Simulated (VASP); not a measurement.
Write the native input for VASP 6.6.1 that does the following.

| Quantity | Value |
| --- | --- |
| Task | single point |
| Functional | PBE-based global hybrid |
| Potentials or basis | VASP PAW PBE potentials, release 64 (Al, N) |
| Cutoff | 520 eV |
| k mesh | 4 × 4 × 4 |
| Occupations | fermi-dirac, width 0.02 eV |
| Spin | no spin polarisation |
| Dipole correction | no |
| Grid for exact exchange (PRECFOCK) | Normal |
| Share of exact exchange | 0.4 |
| Further INCAR settings | ALGO = Normal; EDIFF = 1e-06; NBANDS = 11 |

Crystal: AlN.

```
CELL_PARAMETERS angstrom
2.58546 0.00000 0.00000
0.00000 2.58546 0.00000
0.00000 0.00000 2.58546
ATOMIC_POSITIONS crystal
Al 0.00000 0.00000 0.00000
N 0.50000 0.50000 0.50000
```

These files were run (other wordings do the same):

POSCAR

```
AlN
1.0
    2.5854596279      0.0000000000      0.0000000000
    0.0000000000      2.5854596279      0.0000000000
    0.0000000000      0.0000000000      2.5854596279
Al N
1 1
Direct
    0.0000000000      0.0000000000      0.0000000000
    0.5000000000      0.5000000000      0.5000000000
```

INCAR.step1

```
  PREC = Accurate
  ENCUT = 520
  EDIFF = 1E-5
  ISMEAR = -1
  SIGMA = 0.02
  LREAL = F
  LASPH = T
  NELM = 60
  ALGO = Normal
  ISIF = 2
  LWAVE = T
  LCHARG = F
  NBANDS = 11
  GGA = PE
```

INCAR.step2

```
  PREC = Accurate
  ENCUT = 520
  EDIFF = 1E-6
  ISMEAR = -1
  SIGMA = 0.02
  LREAL = F
  LASPH = T
  NELM = 60
  ALGO = Normal
  ISIF = 2
  LWAVE = F
  LCHARG = F
  GGA = PE
  LHFCALC = T
  AEXX = 0.4
  PRECFOCK = Normal
  NBANDS = 11
  ISTART = 1
```

KPOINTS

```
Automatic mesh
0
Gamma
  4 4 4
```

Potentials or basis: VASP PAW PBE potentials, release 64 (Al, N).

The run is started by

```sh
$ cat potpaw_PBE.64/Al/POTCAR potpaw_PBE.64/N/POTCAR > POTCAR
$ cp INCAR.step1 INCAR
$ mpirun -np 1 vasp_std > vasp.out
$ cp INCAR.step2 INCAR
$ mpirun -np 1 vasp_std > vasp.out
```

Results of the run:

```
Pressure               : -8.0 GPa
Band gap on the k mesh : 2.09 eV, indirect (least direct gap 2.62 eV)
```

Caveat: the k points lie up to 0.61 Å⁻¹ apart; the PAW data sets were made with another functional, which shifts forces and pressure a little.

Run time: 36 s on 1 thread of AMD EPYC 9R45 96-Core Processor (Zen 5), with other jobs on the host, peak memory 0.09 GiB.
